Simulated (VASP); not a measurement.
# NaLa (P-6m2) in VASP: further runs

The runs below take NaLa through single point, with PBE.

Program: VASP 6.6.1. These are calculated values, not measurements. Logs are shortened: lines on timing, memory, paths and dates and some standing lists are left out, and cuts for length are marked.

## Step 1: The cell of the first run

The structure is hexagonal, space group P-6m2 (No. 187). Conventional cell: a = 3.582 Å, b = 3.582 Å, c = 6.440 Å, α = 90.00°, β = 90.00°, γ = 120.00°. Within 4.7 Å of Na (site symmetry -6m2) lie 6 Na at 3.58 Å and 6 La at 3.83 Å. La (site symmetry -6m2) has 6 La at 3.58 Å and 6 Na at 3.83 Å within 4.7 Å.

## Step 2: Single point, PBE

The input, INCAR:

```
SYSTEM = NaLa
ALGO = Normal
EDIFF = 1E-7
ENCUT = 520
GGA = PE
ISIF = 2
ISMEAR = -1
LASPH = .True.
LCHARG = .False.
LREAL = .False.
LWAVE = .False.
NBANDS = 16
NELM = 80
PREC = Accurate
SIGMA = 0.1
```

The input, KPOINTS:

```
k-points
0
Gamma
  7 7 4
  0 0 0
```

The input, POSCAR:

```
NaLa
1.0
    3.5820472439      0.0000000000      0.0000000000
   -1.7910231253      3.1021439322      0.0000000000
    0.0000000000      0.0000000000      6.4402653734
Na La
1 1
Direct
    0.0000000000      0.0000000000      0.0000000000
    0.3333333333      0.6666666667      0.5000000000
```

Potentials or basis: VASP PAW PBE potentials, release 64 (Na_pv, La).

Launch:

```console
$ cat potpaw_PBE.64/Na_pv/POTCAR potpaw_PBE.64/La/POTCAR > POTCAR
$ mpirun -np 1 vasp_std > vasp.out
```

OUTCAR:

```text
SYSTEM = NaLa
   EDIFF = 1E-7
   ENCUT = 520
   GGA = PE
   ISIF = 2
   ISMEAR = -1
   LASPH = .True.
   LREAL = .False.
   NELM = 80
   PREC = Accurate

 ion  position               nearest neighbor table
   1  0.000  0.000  0.000-
   2  0.333  0.667  0.500-

  LATTYP: Found a hexagonal cell.
 ALAT       =     3.5820472439
 C/A-ratio  =     1.7979286522

  Lattice vectors:

 A1 = (   3.5820472439,   0.0000000000,   0.0000000000)
 A2 = (  -1.7910231253,   3.1021439322,   0.0000000000)
 A3 = (   0.0000000000,   0.0000000000,   6.4402653734)

Analysis of symmetry for initial positions (statically):
=====================================================================
 Subroutine PRICEL returns:
 Original cell was already a primitive cell.

 Routine SETGRP: Setting up the symmetry group for a
 hexagonal supercell.

 Subroutine GETGRP returns: Found 12 space group operations
 (whereof 12 operations were pure point group operations)
 out of a pool of 24 trial point group operations.

The static configuration has the point symmetry D_3h.

Analysis of symmetry for dynamics (positions and initial velocities):
=====================================================================
 Subroutine PRICEL returns:
 Original cell was already a primitive cell.

 Routine SETGRP: Setting up the symmetry group for a
 hexagonal supercell.

 Subroutine GETGRP returns: Found 12 space group operations
 (whereof 12 operations were pure point group operations)
 out of a pool of 24 trial point group operations.

The dynamic configuration has the point symmetry D_3h.

 Subroutine INISYM returns: Found 12 space group operations
 (whereof 12 operations are pure point group operations),
 and found     1 'primitive' translations

----------------------------------------------------------------------------------------

                                     Primitive cell

  volume of cell :      71.5644

  direct lattice vectors                    reciprocal lattice vectors
     3.582047244  0.000000000  0.000000000     0.279169964  0.161178808  0.000000000
    -1.791023125  3.102143932  0.000000000     0.000000000  0.322357705  0.000000000
     0.000000000  0.000000000  6.440265373     0.000000000  0.000000000  0.155273105

  length of vectors
     3.582047244  3.582047014  6.440265373     0.322357685  0.322357705  0.155273105

  position of ions in fractional coordinates (direct lattice)
     0.000000000  0.000000000  0.000000000
     0.333333333  0.666666667  0.500000000

  ion indices of the primitive-cell ions
   primitive index   ion index
                 1           1
                 2           2

----------------------------------------------------------------------------------------

 KPOINTS: k-points

Automatic generation of k-mesh.
 Grid dimensions read from file:
 generate k-points for:    7    7    4

 Generating k-lattice:

  Cartesian coordinates                     Fractional coordinates (reciprocal lattice)
     0.039881423  0.023025544  0.000000000     0.142857143  0.000000000  0.000000000
     0.000000000  0.046051101  0.000000000     0.000000000  0.142857143  0.000000000
     0.000000000  0.000000000  0.038818276     0.000000000  0.000000000  0.250000000

  Length of vectors
     0.046051098  0.046051101  0.038818276

  Shift w.r.t. Gamma in fractional coordinates (k-lattice)
     0.000000000  0.000000000  0.000000000

 Subroutine IBZKPT returns following result:
 ===========================================

 Found     24 irreducible k-points:

 Following reciprocal coordinates:
            Coordinates               Weight
  0.000000  0.000000  0.000000      1.000000
  0.142857 -0.000000  0.000000      6.000000
  0.285714  0.000000  0.000000      6.000000
  0.428571  0.000000  0.000000      6.000000
  0.142857  0.142857  0.000000      6.000000
  0.285714  0.142857  0.000000     12.000000
[... 16 lines left out ...]
  0.428571  0.142857  0.500000      6.000000
  0.285714  0.285714  0.500000      6.000000
   k-points           NKPTS =     24   k-points in BZ     NKDIM =     24   number of bands    NBANDS=     16
   number of dos      NEDOS =    301   number of ions     NIONS =      2
   total plane-waves  NPLWV =  37632
   dimension x,y,z NGX =    28 NGY =   28 NGZ =   48
   dimension x,y,z NGXF=    56 NGYF=   56 NGZF=   96
   ions per type =               1   1
   NGX,Y,Z   is equivalent  to a cutoff of  13.00, 13.00, 12.39 a.u.
   NGXF,Y,Z  is equivalent  to a cutoff of  25.99, 25.99, 24.78 a.u.
 SYSTEM =  NaLa
   PREC   = accura    normal or accurate (medium, high low for compatibility)
   ISTART =      0    job   : 0-new  1-cont  2-samecut
   ICHARG =      2    charge: 1-file 2-atom 10-const
   ISPIN  =      1    spin polarized calculation?
   LNONCOLLINEAR =      F non collinear calculations
   LSORBIT =      F    spin-orbit coupling
   LASPH  =      T    aspherical Exc in radial PAW
   ENCUT  =  520.0 eV  38.22 Ry    6.18 a.u.   6.66  6.66 11.97*2*pi/ulx,y,z
   NELM   =     80;   NELMIN=  2; NELMDL= -5     # of ELM steps
   EDIFF  = 0.1E-06   stopping-criterion for ELM
   LREAL  =      F    real-space projection
   EDIFFG = 0.1E-05   stopping-criterion for IOM
   NSW    =      0    number of steps for IOM
   IBRION =     -1    ionic relax: 0-MD 1-quasi-New 2-CG
   NFREE  =      0    steps in history (QN), initial steepest desc. (CG)
   ISIF   =      2    stress and relaxation
   ISYM   =      2    0-nonsym 1-usesym 2-fastsym
   POTIM  = 0.5000    time-step for ionic-motion
   TEBEG  =    0.0;   TEEND  =   0.0 temperature during run
   PSTRESS=    0.0 pullay stress
   NELECT =      18.0000    total number of electrons
   NUPDOWN=      -1.0000    fix difference up-down
   EMIN   =  10.00;   EMAX   =-10.00  energy-range for DOS
   EFERMI =   0.00;   METHOD = LEGACY
   ISMEAR =    -1;   SIGMA  =   0.10  broadening in eV -4-tet -1-fermi 0-gaus
   EFERMI_NEDOS =   21; number of points for ismear=-14 and -15
   IALGO  =     38    algorithm
   IMIX   =      4    mixing-type and parameters
     AMIX     =   0.40;   BMIX     =  1.00
     AMIX_MAG =   1.60;   BMIX_MAG =  1.00
  volume/ion in A,a.u.               =      35.78       241.47
  Fermi-wavevector in a.u.,A,eV,Ry     =   1.033396  1.952835 14.529753  1.067907
  Thomas-Fermi vector in A             =   2.167640
   LORBIT       =      0    0 simple, 1 ext, 2 COOP (PROOUT), +10 PAW based schemes
   GGA     = PE    functional components
   LHFCALC =     F    Hartree Fock is set to
   AEXX    =    0.0000 exact exchange contribution
   IVDW    =     0    specifies the selected vdW correction
   LEPSILON=     F    determine dielectric tensor
   LRPA    =     F    only Hartree local field effects (RPA)
 non-spin polarized calculation
  energy-cutoff  :      520.00
  volume of cell :       71.56
 maximum number of plane-waves:      1950
 NGX is ok and might be reduce to    28
   NGX = 13   NGY = 13   NGZ = 23

 number of electron      17.9999982 magnetization

 Free energy of the ion-electron system (eV)
  ---------------------------------------------------
  ext. energy  EPLUGINS =         0.00000000
  ---------------------------------------------------
  free energy    TOTEN  =        -5.91015097 eV

  energy without entropy =       -5.84912855  energy(sigma->0) =       -5.87963976

 E-fermi :   4.2822     XC(G=0):  -8.2122

 val. band max:        4.2165848993   @ k =   0.4286   0.0000   0.0000
 cond. band min:       4.3143331093   @ k =   0.0000   0.0000   0.5000
 fundamental gap:      0.0977482100
 Fermi energy:         4.2821839780

 k-point     1 :       0.0000    0.0000    0.0000
  band No.  band energies     occupation
      1     -28.7681      2.00000
      2     -20.1129      2.00000
      3     -20.1111      2.00000
      4     -20.1111      2.00000
      5     -12.5646      2.00000
      6     -11.6521      2.00000
[... 8 lines left out ...]
     15       6.0850      0.00000
     16       6.0850      0.00000

 k-point     2 :       0.1429   -0.0000    0.0000
  band No.  band energies     occupation
      1     -28.7295      2.00000
      2     -20.1193      2.00000
      3     -20.1130      2.00000
      4     -20.1116      2.00000
      5     -12.5175      2.00000
      6     -11.9630      2.00000
[... 8 lines left out ...]
     15       6.0782      0.00000
     16       6.1850      0.00000

 k-point     3 :       0.2857    0.0000    0.0000
  band No.  band energies     occupation
      1     -28.6411      2.00000
      2     -20.1375      2.00000
      3     -20.1174      2.00000
      4     -20.1087      2.00000
      5     -12.6027      2.00000
      6     -12.4089      2.00000
[... 8 lines left out ...]
     15       6.1434      0.00000
     16       6.1816      0.00000

 k-point     4 :       0.4286    0.0000    0.0000
  band No.  band energies     occupation
      1     -28.5683      2.00000
      2     -20.1521      2.00000
      3     -20.1208      2.00000
      4     -20.1063      2.00000
      5     -13.0705      2.00000
      6     -12.3192      2.00000
[... 8 lines left out ...]
     15       6.1944      0.00000
     16       6.2286      0.00000
[... 324 lines left out ...]
 k-point    22 :       0.2857    0.1429    0.5000
  band No.  band energies     occupation
      1     -28.5848      2.00000
      2     -20.1455      2.00000
      3     -20.1236      2.00000
      4     -20.1068      2.00000
      5     -12.8545      2.00000
      6     -12.3417      2.00000
[... 8 lines left out ...]
     15       6.1638      0.00000
     16       6.2647      0.00000

 k-point    23 :       0.4286    0.1429    0.5000
  band No.  band energies     occupation
      1     -28.5480      2.00000
      2     -20.1516      2.00000
      3     -20.1265      2.00000
      4     -20.1057      2.00000
      5     -13.0505      2.00000
      6     -12.2953      2.00000
[... 8 lines left out ...]
     15       6.1802      0.00000
     16       6.3280      0.00000

 k-point    24 :       0.2857    0.2857    0.5000
  band No.  band energies     occupation
      1     -28.5390      2.00000
      2     -20.1458      2.00000
      3     -20.1345      2.00000
      4     -20.1055      2.00000
      5     -12.8633      2.00000
      6     -12.4906      2.00000
[... 8 lines left out ...]
     15       6.0808      0.00000
     16       6.3422      0.00000

------------------------ aborting loop because EDIFF is reached ----------------------------------------

  FORCE on cell =-STRESS in cart. coord.  units (eV):
  Direction    XX          YY          ZZ          XY          YZ          ZX
  --------------------------------------------------------------------------------------
  -------------------------------------------------------------------------------------
  Total       -0.0018006     -0.0018006      0.2716791     -0.0000000      0.0000000      0.0000000
  in kB       -0.0403127     -0.0403127      6.0823277     -0.0000000      0.0000000      0.0000000
  external PRESSURE =       2.0005674 kB  Pullay stress =       0.0000000 kB

 VOLUME and BASIS-vectors are now :
 -----------------------------------------------------------------------------
  energy-cutoff  :      520.00
  volume of cell :       71.56
      direct lattice vectors                 reciprocal lattice vectors
     3.582047244  0.000000000  0.000000000     0.279169964  0.161178808  0.000000000
    -1.791023125  3.102143932  0.000000000     0.000000000  0.322357705  0.000000000
     0.000000000  0.000000000  6.440265373     0.000000000  0.000000000  0.155273105

 POSITION                                       TOTAL-FORCE (eV/Angst)
 -----------------------------------------------------------------------------------
      0.00000      0.00000      0.00000        -0.000000      0.000000      0.000000
      0.00000      2.06810      3.22013         0.000000      0.000000      0.000000
 -----------------------------------------------------------------------------------
    total drift:                               -0.000001     -0.000000     -0.000000

  FREE ENERGIE OF THE ION-ELECTRON SYSTEM (eV)
  ---------------------------------------------------
  free  energy   TOTEN  =        -5.9101509675 eV

  energy  without entropy=       -5.8491285529  energy(sigma->0) =       -5.87963976
```

It took 20 s on 1 thread of Intel Xeon Platinum 8488C (Sapphire Rapids), shared host; peak memory 0.2 GiB.

What came out:

| Quantity | Value |
| --- | --- |
| Free energy | -5.9102 eV |
| Pressure | 0.2 GPa |
| Band gap on the k mesh | zero (band 9 reaches 4.75 eV, above the bottom of band 10 at 4.06 eV) |

Stress tensor (GPa, compression positive):
```
0.00 0.00 0.00
0.00 0.00 0.00
0.00 0.00 0.61
```

Caveat: spin-orbit coupling is left out, which moves the levels of the heavy elements.

## Step 3: Single point, PBE

This run uses another cell than the first one, of 36.51 Å³/atom, 1.020 times its volume.

The input, INCAR:

```
PREC = Accurate ; ENCUT = 520
EDIFF = 1E-7 ; ISMEAR = -1
SIGMA = 0.1 ; LREAL = F
LASPH = T ; NELM = 80
ALGO = Normal ; ISIF = 2
LWAVE = F ; LCHARG = T
GGA = PE ; LELF = T
LVHAR = T ; NBANDS = 16
```

The input, KPOINTS:

```
Automatic mesh
0
Gamma
  7 7 4
```

The input, POSCAR:

```
NaLa
1.0
    3.6062510000      0.0000000000      0.0000000000
   -1.8031250000      3.1231050000      0.0000000000
    0.0000000000      0.0000000000      6.4837820000
Na La
1 1
Direct
    0.0000000000      0.0000000000      0.0000000000
    0.3333333333      0.6666666667      0.5000000000
```

Potentials or basis: VASP PAW PBE potentials, release 64 (Na_pv, La).

Launch:

```console
$ cat potpaw_PBE.64/Na_pv/POTCAR potpaw_PBE.64/La/POTCAR > POTCAR
$ mpirun -np 1 vasp_std > vasp.out
```

Run time: 24 s. Hardware: 1 thread of Intel Xeon Platinum 8488C (Sapphire Rapids), shared host; peak memory 0.2 GiB.

Results (log left out):

- Free energy: -5.9105 eV
- Pressure: -0.2 GPa
- Band gap on the k mesh: zero (band 9 reaches 4.61 eV, above the bottom of band 10 at 3.93 eV)

Stress tensor (GPa, compression positive):
```
-0.38  0.00  0.00
 0.00 -0.38  0.00
 0.00  0.00  0.28
```

Levels at points of the mesh, in eV from the Fermi level:
```csv
k point,band 5,band 6,band 7,band 8,band 9,band 10,band 11,band 12,band 13,band 14
"(0.00, 0.00, 0.00)",-16.87,-16.01,-16.01,-3.25,-1.19,0.79,1.16,1.69,1.71,1.71
"(0.00, 0.00, 0.50)",-16.88,-16.01,-16.01,-2.30,-2.02,0.04,1.16,1.42,1.71,1.71
```

Caveat: spin-orbit coupling is left out, which moves the levels of the heavy elements.

## Step 4: Single point, PBE

This run uses another cell than the first one, of 37.24 Å³/atom, 1.041 times its volume.

The input, INCAR:

```
ALGO = Normal ; EDIFF = 1E-6
ENCUT = 520 ; GGA = PE
ISIF = 2 ; ISMEAR = -1
LASPH = True ; LCHARG = True
LELF = True ; LREAL = False
LVHAR = True ; LWAVE = False
NBANDS = 16 ; NELM = 80
PREC = Accurate ; SIGMA = 0.1
```

The input, KPOINTS:

```
k-points
0
Gamma
  7 7 4
```

The input, POSCAR:

```
NaLa
1.0
    3.6301341530      0.0000000000      0.0000000000
   -1.8150665732      3.1437884173      0.0000000000
    0.0000000000      0.0000000000      6.5267222050
Na La
1 1
Direct
    0.0000000000      0.0000000000      0.0000000000
    0.3333333333      0.6666666667      0.5000000000
```

Launch:

```console
$ cat potpaw_PBE.64/Na_pv/POTCAR potpaw_PBE.64/La/POTCAR > POTCAR
$ mpirun -np 1 vasp_std > vasp.out
```

Run time: 20 s. Hardware: 1 thread of Intel Xeon Platinum 8488C (Sapphire Rapids), shared host; peak memory 0.2 GiB.

Results (log left out):

- Free energy: -5.9076 eV
- Pressure: -0.5 GPa
- Band gap on the k mesh: zero (band 9 reaches 4.49 eV, above the bottom of band 10 at 3.82 eV)

Stress tensor (GPa, compression positive):
```
-0.73  0.00  0.00
 0.00 -0.73  0.00
 0.00  0.00 -0.04
```

Levels at points of the mesh, in eV from the Fermi level:
```
           k point  band 6  band 7  band 8  band 9  band 10  band 11  band 12  band 13
(0.00, 0.00, 0.00)  -16.08  -16.08   -3.23   -1.18     0.75     1.14     1.64     1.67
(0.00, 0.00, 0.50)  -16.08  -16.08   -2.32   -2.01     0.05     1.14     1.38     1.67
```

Caveat: spin-orbit coupling is left out, which moves the levels of the heavy elements.

## Step 5: The runs side by side

| cell | gap on the mesh (eV) | pressure (GPa) |
| --- | --- | --- |
| a = 3.582, b = 3.582, c = 6.440 Å, angles 90.0, 90.0, 120.0°, 2 atoms | none | 0.2 |
| a = 3.606, b = 3.606, c = 6.484 Å, angles 90.0, 90.0, 120.0°, 2 atoms | none | -0.2 |
| a = 3.630, b = 3.630, c = 6.527 Å, angles 90.0, 90.0, 120.0°, 2 atoms | none | -0.5 |

Alike in all rows: task single point; level PBE; potentials or basis VASP PAW PBE potentials, release 64 (Na_pv, La); no spin polarisation; k mesh 7 × 7 × 4; cutoff (eV) 520; smearing fermi-dirac 0.1 eV.

Caveats: spin-orbit coupling is left out, which moves the levels of the heavy elements.

Total energies depend on the potentials used, so only differences within one code and one set of settings carry meaning.
